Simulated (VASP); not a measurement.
# Ag (Fm-3m) in VASP: notebook

Aim: see how the results for Ag move with the level of theory and the settings. Levels: PBE0, HSE06. Tasks: single point.

Everything below comes from runs of VASP 6.6.1. Logs are shortened: lines on timing, memory, paths and dates and some standing lists are left out, and cuts for length are marked.

## 1. The cell of the first run

Symmetry: Fm-3m, No. 225, cubic system. Conventional cell: a = 4.002 Å, b = 4.002 Å, c = 4.002 Å, α = 90.00°, β = 90.00°, γ = 90.00°. Within 3.7 Å of Ag (site symmetry m-3m) lie 12 Ag at 2.83 Å.

## 2. Single point, PBE0

Input file POSCAR:

```
Ag
1.0
    0.0000000000      2.0010495236      2.0010495236
    2.0010495236      0.0000000000      2.0010495236
    2.0010495236      2.0010495236      0.0000000000
Ag
1
Direct
    0.0000000000      0.0000000000      0.0000000000
```

Input file INCAR.step1:

```
SYSTEM = Ag
ALGO = Normal
EDIFF = 1E-5
ENCUT = 520
GGA = PE
ISIF = 2
ISMEAR = -1
LASPH = .TRUE.
LCHARG = .FALSE.
LREAL = .FALSE.
LWAVE = .TRUE.
NBANDS = 12
NELM = 80
PREC = Accurate
SIGMA = 0.05
```

Input file INCAR.step2:

```
SYSTEM = Ag
AEXX = 0.25
ALGO = Normal
EDIFF = 1E-7
ENCUT = 520
GGA = PE
ISIF = 2
ISMEAR = -1
ISTART = 1
LASPH = .TRUE.
LCHARG = .FALSE.
LHFCALC = .TRUE.
LREAL = .FALSE.
LWAVE = .FALSE.
NBANDS = 12
NELM = 80
PREC = Accurate
PRECFOCK = Normal
SIGMA = 0.05
```

Input file KPOINTS:

```
k-points
0
G
  6 6 6
  0 0 0
```

Potentials or basis: VASP PAW PBE potentials, release 64 (Ag).

Run with:

```sh
$ cat potpaw_PBE.64/Ag/POTCAR > POTCAR
$ cp INCAR.step1 INCAR
$ mpirun -np 1 vasp_std > vasp.out
$ cp INCAR.step2 INCAR
$ mpirun -np 1 vasp_std > vasp.out
```

OUTCAR:

```text
SYSTEM = Ag
   AEXX = 0.25
   EDIFF = 1E-7
   ENCUT = 520
   GGA = PE
   ISIF = 2
   ISMEAR = -1
   ISTART = 1
   LASPH = .TRUE.
   LHFCALC = .TRUE.
   LREAL = .FALSE.
   NELM = 80
   PREC = Accurate
   PRECFOCK = Normal

 ion  position               nearest neighbor table
   1  0.000  0.000  0.000-

  LATTYP: Found a face centered cubic cell.
 ALAT       =     4.0020990472

  Lattice vectors:

 A1 = (   0.0000000000,   2.0010495236,   2.0010495236)
 A2 = (   2.0010495236,   0.0000000000,   2.0010495236)
 A3 = (   2.0010495236,   2.0010495236,   0.0000000000)

Analysis of symmetry for initial positions (statically):
=====================================================================
 Subroutine PRICEL returns:
 Original cell was already a primitive cell.

 Routine SETGRP: Setting up the symmetry group for a
 face centered cubic supercell.

 Subroutine GETGRP returns: Found 48 space group operations
 (whereof 48 operations were pure point group operations)
 out of a pool of 48 trial point group operations.

The static configuration has the point symmetry O_h .

Analysis of symmetry for dynamics (positions and initial velocities):
=====================================================================
 Subroutine PRICEL returns:
 Original cell was already a primitive cell.

 Routine SETGRP: Setting up the symmetry group for a
 face centered cubic supercell.

 Subroutine GETGRP returns: Found 48 space group operations
 (whereof 48 operations were pure point group operations)
 out of a pool of 48 trial point group operations.

The dynamic configuration has the point symmetry O_h .

 Subroutine INISYM returns: Found 48 space group operations
 (whereof 48 operations are pure point group operations),
 and found     1 'primitive' translations

----------------------------------------------------------------------------------------

                                     Primitive cell

  volume of cell :      16.0252

  direct lattice vectors                    reciprocal lattice vectors
     0.000000000  2.001049524  2.001049524    -0.249868878  0.249868878  0.249868878
     2.001049524  0.000000000  2.001049524     0.249868878 -0.249868878  0.249868878
     2.001049524  2.001049524  0.000000000     0.249868878  0.249868878 -0.249868878

  length of vectors
     2.829911375  2.829911375  2.829911375     0.432785593  0.432785593  0.432785593

  position of ions in fractional coordinates (direct lattice)
     0.000000000  0.000000000  0.000000000

  ion indices of the primitive-cell ions
   primitive index   ion index
                 1           1

----------------------------------------------------------------------------------------

 KPOINTS: k-points

Automatic generation of k-mesh.
 Grid dimensions read from file:
 generate k-points for:    6    6    6

 Generating k-lattice:

  Cartesian coordinates                     Fractional coordinates (reciprocal lattice)
    -0.041644813  0.041644813  0.041644813     0.166666667  0.000000000  0.000000000
     0.041644813 -0.041644813  0.041644813     0.000000000  0.166666667  0.000000000
     0.041644813  0.041644813 -0.041644813     0.000000000  0.000000000  0.166666667

  Length of vectors
     0.072130932  0.072130932  0.072130932

  Shift w.r.t. Gamma in fractional coordinates (k-lattice)
     0.000000000  0.000000000  0.000000000

 Subroutine IBZKPT returns following result:
 ===========================================

 Found     16 irreducible k-points:

 Following reciprocal coordinates:
            Coordinates               Weight
  0.000000  0.000000  0.000000      1.000000
  0.166667  0.000000  0.000000      8.000000
  0.333333  0.000000  0.000000      8.000000
  0.500000  0.000000  0.000000      4.000000
  0.166667  0.166667  0.000000      6.000000
  0.333333  0.166667  0.000000     24.000000
[... 8 lines left out ...]
 -0.333333  0.333333  0.166667     24.000000
 -0.333333  0.500000  0.166667     12.000000
   k-points           NKPTS =     16   k-points in BZ     NKDIM =    216   number of bands    NBANDS=     12
   number of dos      NEDOS =    301   number of ions     NIONS =      1
   total plane-waves  NPLWV =  13824
   dimension x,y,z NGX =    24 NGY =   24 NGZ =   24
   dimension x,y,z NGXF=    48 NGYF=   48 NGZF=   48
   ions per type =               1
   NGX,Y,Z   is equivalent  to a cutoff of  14.10, 14.10, 14.10 a.u.
   NGXF,Y,Z  is equivalent  to a cutoff of  28.20, 28.20, 28.20 a.u.
 SYSTEM =  Ag
   PREC   = accura    normal or accurate (medium, high low for compatibility)
   ISTART =      1    job   : 0-new  1-cont  2-samecut
   ICHARG =      0    charge: 1-file 2-atom 10-const
   ISPIN  =      1    spin polarized calculation?
   LNONCOLLINEAR =      F non collinear calculations
   LSORBIT =      F    spin-orbit coupling
   LASPH  =      T    aspherical Exc in radial PAW
   ENCUT  =  520.0 eV  38.22 Ry    6.18 a.u.   5.26  5.26  5.26*2*pi/ulx,y,z
   NELM   =     80;   NELMIN=  2; NELMDL=  0     # of ELM steps
   EDIFF  = 0.1E-06   stopping-criterion for ELM
   LREAL  =      F    real-space projection
   EDIFFG = 0.1E-05   stopping-criterion for IOM
   NSW    =      0    number of steps for IOM
   IBRION =     -1    ionic relax: 0-MD 1-quasi-New 2-CG
   NFREE  =      0    steps in history (QN), initial steepest desc. (CG)
   ISIF   =      2    stress and relaxation
   ISYM   =      3    0-nonsym 1-usesym 2-fastsym
   POTIM  = 0.5000    time-step for ionic-motion
   TEBEG  =    0.0;   TEEND  =   0.0 temperature during run
   PSTRESS=    0.0 pullay stress
   NELECT =      11.0000    total number of electrons
   NUPDOWN=      -1.0000    fix difference up-down
   EMIN   =  10.00;   EMAX   =-10.00  energy-range for DOS
   EFERMI =   0.00;   METHOD = LEGACY
   ISMEAR =    -1;   SIGMA  =   0.05  broadening in eV -4-tet -1-fermi 0-gaus
   EFERMI_NEDOS =   21; number of points for ismear=-14 and -15
   IALGO  =     38    algorithm
   IMIX   =      1    mixing-type and parameters
     AMIX     =   0.40;   BMIX     =  1.00
     AMIX_MAG =   1.60;   BMIX_MAG =  1.00
  volume/ion in A,a.u.               =      16.03       108.14
  Fermi-wavevector in a.u.,A,eV,Ry     =   1.444124  2.728999 28.374880  2.085495
  Thomas-Fermi vector in A             =   2.562455
   LORBIT       =      0    0 simple, 1 ext, 2 COOP (PROOUT), +10 PAW based schemes
   GGA     = PE    functional components
   LHFCALC =     T    Hartree Fock is set to
   PRECFOCK=normal    Normal, Fast or Accurate (Low or Medium for compatibility)
   ENCUT4O =  -1.0   cutoff for four orbital integrals eV
   NKREDX  =     1    reduce k-point grid by
   NKREDY  =     1    reduce k-point grid by
   NKREDZ  =     1    reduce k-point grid by
   AEXX    =    0.2500 exact exchange contribution
   HFSCREEN=    0.0000 screening length (either q_TF or 0.3 A-1)
   HFSCREENC=   0.0000 screening length for correlation (either q_TF or 0.3 A-1)
   ENCUTFOCK=  -1.0 apply spherical cutoff to Coloumb kernel
   IVDW    =     0    specifies the selected vdW correction
   LEPSILON=     F    determine dielectric tensor
   LRPA    =     F    only Hartree local field effects (RPA)
 non-spin polarized calculation
  energy-cutoff  :      520.00
  volume of cell :       16.03
 maximum number of plane-waves:       444
 NGX is ok and might be reduce to    24
  NGX = 16; NGY = 16; NGZ = 16

 number of electron      11.0000002 magnetization

 Free energy of the ion-electron system (eV)
  ---------------------------------------------------
  ext. energy  EPLUGINS =         0.00000000
  ---------------------------------------------------
  free energy    TOTEN  =        -2.92274808 eV

  energy without entropy =       -2.91539712  energy(sigma->0) =       -2.91907260

 E-fermi :   8.8240     XC(G=0):  -9.8430

 val. band max:        8.7984964192   @ k =   0.5000   0.3333   0.1667
 cond. band min:      10.0672232734   @ k =   0.5000   0.1667   0.0000
 fundamental gap:      1.2687268542
 Fermi energy:         8.8240380720

 k-point     1 :       0.0000    0.0000    0.0000
  band No.  band energies     occupation
      1      -0.4736      2.00000
      2       2.3651      2.00000
      3       2.3651      2.00000
      4       2.3651      2.00000
      5       3.5680      2.00000
      6       3.5680      2.00000
      7      26.6918      0.00000
      8      30.8423      0.00000
      9      30.8423      0.00000
     10      30.8423      0.00000
     11      35.6449      0.00000
     12      37.6278      0.00000

 k-point     2 :       0.1667    0.0000    0.0000
  band No.  band energies     occupation
      1       0.4377      2.00000
      2       2.2949      2.00000
      3       2.5747      2.00000
      4       2.5747      2.00000
      5       3.5444      2.00000
      6       3.5444      2.00000
      7      25.3979      0.00000
      8      27.7290      0.00000
      9      31.3117      0.00000
     10      31.3117      0.00000
     11      34.4960      0.00000
     12      36.1023      0.00000

 k-point     3 :       0.3333    0.0000    0.0000
  band No.  band energies     occupation
      1       0.8277      2.00000
      2       2.4875      2.00000
      3       2.4875      2.00000
      4       4.1190      2.00000
      5       4.1190      2.00000
      6       4.6930      2.00000
      7      18.7951      0.00000
      8      26.6817      0.00000
      9      30.6221      0.00000
     10      30.6221      0.00000
     11      34.4522      0.00000
     12      34.4522      0.00000

 k-point     4 :       0.5000    0.0000    0.0000
  band No.  band energies     occupation
      1       0.6126      2.00000
      2       2.3281      2.00000
      3       2.3281      2.00000
      4       4.5940      2.00000
      5       4.5940      2.00000
      6       8.2224      1.99999
      7      14.0802      0.00000
      8      25.8642      0.00000
      9      29.3852      0.00000
     10      29.3852      0.00000
     11      34.6152      0.00000
     12      34.6152      0.00000

 k-point     5 :       0.1667    0.1667    0.0000
  band No.  band energies     occupation
      1       0.7567      2.00000
      2       1.8793      2.00000
      3       2.8648      2.00000
      4       2.8648      2.00000
      5       3.2360      2.00000
      6       3.7916      2.00000
      7      27.3056      0.00000
      8      28.1590      0.00000
      9      28.3940      0.00000
     10      28.3940      0.00000
     11      34.5216      0.00000
     12      37.1589      0.00000
[... 108 lines left out ...]
      1       0.4475      2.00000
      2       0.5991      2.00000
      3       4.5060      2.00000
      4       4.8786      2.00000
      5       4.8786      2.00000
      6      11.3840      0.00000
      7      17.6356      0.00000
      8      21.5170      0.00000
      9      21.5170      0.00000
     10      28.6687      0.00000
     11      28.9056      0.00000
     12      41.3801      0.00000

 k-point    14 :       0.5000    0.3333    0.1667
  band No.  band energies     occupation
      1       1.5291      2.00000
      2       1.6537      2.00000
      3       2.4687      2.00000
      4       3.8636      2.00000
      5       4.0742      2.00000
      6       8.7985      1.25000
      7      20.5092      0.00000
      8      20.5405      0.00000
      9      24.0690      0.00000
     10      31.7858      0.00000
     11      32.6385      0.00000
     12      37.3647      0.00000

 k-point    15 :      -0.3333    0.3333    0.1667
  band No.  band energies     occupation
      1       1.5741      2.00000
      2       1.7163      2.00000
      3       2.4747      2.00000
      4       3.4583      2.00000
      5       4.5605      2.00000
      6      13.7085      0.00000
      7      14.9013      0.00000
      8      21.3113      0.00000
      9      21.6868      0.00000
     10      31.2398      0.00000
     11      34.6060      0.00000
     12      39.9337      0.00000

 k-point    16 :      -0.3333    0.5000    0.1667
  band No.  band energies     occupation
      1       1.0461      2.00000
      2       1.2726      2.00000
      3       3.1664      2.00000
      4       3.8974      2.00000
      5       4.8739      2.00000
      6      14.1424      0.00000
      7      17.8247      0.00000
      8      18.7128      0.00000
      9      19.4372      0.00000
     10      31.5688      0.00000
     11      33.7737      0.00000
     12      37.3617      0.00000

------------------------ aborting loop because EDIFF is reached ----------------------------------------

  FORCE on cell =-STRESS in cart. coord.  units (eV):
  Direction    XX          YY          ZZ          XY          YZ          ZX
  --------------------------------------------------------------------------------------
  -------------------------------------------------------------------------------------
  Total        1.2856625      1.2856625      1.2856625      0.0000000     -0.0000000     -0.0000000
  in kB      128.5387428    128.5387428    128.5387428      0.0000000     -0.0000000     -0.0000000
  external PRESSURE =     128.5387428 kB  Pullay stress =       0.0000000 kB

 VOLUME and BASIS-vectors are now :
 -----------------------------------------------------------------------------
  energy-cutoff  :      520.00
  volume of cell :       16.03
      direct lattice vectors                 reciprocal lattice vectors
     0.000000000  2.001049524  2.001049524    -0.249868878  0.249868878  0.249868878
     2.001049524  0.000000000  2.001049524     0.249868878 -0.249868878  0.249868878
     2.001049524  2.001049524  0.000000000     0.249868878  0.249868878 -0.249868878

 POSITION                                       TOTAL-FORCE (eV/Angst)
 -----------------------------------------------------------------------------------
      0.00000      0.00000      0.00000        -0.000000      0.000000      0.000000
 -----------------------------------------------------------------------------------
    total drift:                                0.000000     -0.000000      0.000000

  FREE ENERGIE OF THE ION-ELECTRON SYSTEM (eV)
  ---------------------------------------------------
  free  energy   TOTEN  =        -2.9227480821 eV

  energy  without entropy=       -2.9153971198  energy(sigma->0) =       -2.91907260
```

Run time: 8.5 min. Hardware: 1 thread of AMD EPYC 7R13 (Zen 3), shared host; peak memory 0.12 GiB.

What came out:

```
Free energy : -2.9227 eV
Pressure    : 12.9 GPa
```

Caveat: the k points lie up to 0.45 Å⁻¹ apart; the PAW data sets were made with another functional, which shifts forces and pressure a little.

[end of part 1 of 2]
